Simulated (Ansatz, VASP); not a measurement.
Two plane-wave programs on Cd2TeO

File INCAR:

```
SYSTEM = Cd2TeO
PREC = Accurate
ENCUT = 520
EDIFF = 1E-6
ISMEAR = -1
SIGMA = 0.02
LREAL = .FALSE.
LASPH = .TRUE.
NELM = 60
ALGO = Normal
ISIF = 2
LWAVE = .FALSE.
LCHARG = .FALSE.
GGA = PE
NBANDS = 26
```

Contents of KPOINTS:

```
Automatic mesh
0
G
  6 6 4
  0 0 0
```

The input POSCAR:

```
Cd2TeO
1.0
    4.2472645270      0.0000000000      0.0000000000
    0.0000000000      4.2472645270      0.0000000000
    0.0000000000      0.0000000000      5.6833988743
O Cd Te
1 2 1
Direct
    0.0000000000      0.0000000000      0.0000000000
    0.0000000000      0.5000000000      0.8307984124
    0.5000000000      0.0000000000      0.1692015876
    0.5000000000      0.5000000000      0.5000000000
```

Input for Ansatz:

```yaml
crystal:
  lattice:
    - [4.247264527, 0.0, 0.0]
    - [0.0, 4.247264527, 0.0]
    - [0.0, 0.0, 5.6833988743]
  atoms:
    - { symbol: O, position: [0.0, 0.0, 0.0] }
    - { symbol: Cd, position: [0.0, 0.5, 0.8307984124] }
    - { symbol: Te, position: [0.5, 0.5, 0.5] }
    - { symbol: Cd, position: [0.5, 0.0, 0.1692015876] }
kpoints:
  mp_grid: { grid: [6, 6, 4] }
hamiltonian:
  xc: pbe
scf:
  occupations: { method: fermi_dirac, width: 0.02 }
  n_extra_bands: 5
output:
  forces: true
  stress: true
  eigenvalues: true
```

Alike in both runs: task single point; functional PBE; k mesh 6 × 6 × 4; occupations fermi-dirac, width 0.02 eV; no spin polarisation.

|  | VASP | Ansatz |
| --- | --- | --- |
| version | VASP 6.6.1 | Ansatz 0.2.0 |
| potentials or method | VASP PAW PBE potentials, release 64 (O, Cd, Te) | plane waves, PAW |
| plane-wave cutoff (eV) | 520 | 420 |
| valence electrons in the cell | 36 | 62 |

Ansatz gave:

| Item | Value |
| --- | --- |
| pressure (GPa) | -1.5 |
| rms of the force components (eV/Å) | 0.017 |

Q: What did VASP give for the same quantities?

A: Pressure (GPa): -1.2; rms of the force components (eV/Å): 0.029.

The functional is the same, so the differences come from potentials, cutoffs and numerics. VASP's potentials hold 36 valence electrons a cell and Ansatz's 62, so a difference there can come from the potentials and not from the codes.

Neither program's run includes spin-orbit coupling.
